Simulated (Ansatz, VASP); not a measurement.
# Al: VASP beside Ansatz

INCAR

```
SYSTEM = Al
  PREC = Accurate
  ENCUT = 520
  EDIFF = 1E-6
  ISMEAR = 0
  SIGMA = 0.15
  LREAL = .False.
  LASPH = .True.
  NELM = 100
  ALGO = Normal
  ISIF = 2
  LWAVE = .False.
  LCHARG = .False.
  GGA = PE
  IVDW = 12
  NBANDS = 14
```

Contents of KPOINTS:

```
regular mesh
0
Gamma
  18 18 6
  0 0 0
```

The input POSCAR:

```
Al
1.0
    2.8908840442      0.0000000000      0.0000000000
   -1.4454420221      2.5035790217      0.0000000000
    0.0000000000      0.0000000000      8.9018992374
Al
4
Direct
    0.0000000000      0.0000000000      0.0000000000
    0.3333333333      0.6666666667      0.2500000000
    0.0000000000      0.0000000000      0.5000000000
    0.6666666667      0.3333333333      0.7500000000
```

Input for Ansatz:

```yaml
crystal:
  lattice:
    - [2.8908840442, 0.0, 0.0]
    - [-1.4454420221, 2.5035790217, 0.0]
    - [0.0, 0.0, 8.9018992374]
  atoms:
    - { symbol: Al, position: [0.0, 0.0, 0.0] }
    - { symbol: Al, position: [0.3333333333, 0.6666666667, 0.25] }
    - { symbol: Al, position: [0.0, 0.0, 0.5] }
    - { symbol: Al, position: [0.6666666667, 0.3333333333, 0.75] }
basis:
  ecutwfc: 420
kpoints:
  mp_grid: { grid: [18, 18, 6] }
hamiltonian:
  xc: pbe
  dispersion: d3bj
scf:
  occupations: { method: gaussian, width: 0.15 }
output:
  forces: true
  stress: true
  eigenvalues: true
  write_density: true
  write_potential: true
  elf: true
  volumetric_format: npy
```

Alike in both runs: task single point; functional PBE; dispersion D3(BJ); k mesh 18 × 18 × 6; occupations gaussian, width 0.15 eV; no spin polarisation.

```csv
,VASP,Ansatz
version,VASP 6.6.1,Ansatz 0.2.0
potentials or method,"VASP PAW PBE potentials, release 64 (Al), cutoff 520 eV","scalar-relativistic, plane waves, PAW"
valence electrons in the cell,12,12
```

VASP gave:

- gap on the k mesh at the Fermi level (eV): none
- pressure (GPa): -1.0
- traceless stress, the component that is largest in VASP (GPa): 2.98

Problem. Which values does Ansatz return?

Solution. gap on the k mesh at the Fermi level (eV): none; pressure (GPa): -0.9; traceless stress, the component that is largest in VASP (GPa): 2.99.

A gap of «none» marks a metal or a gap that the smearing closes.
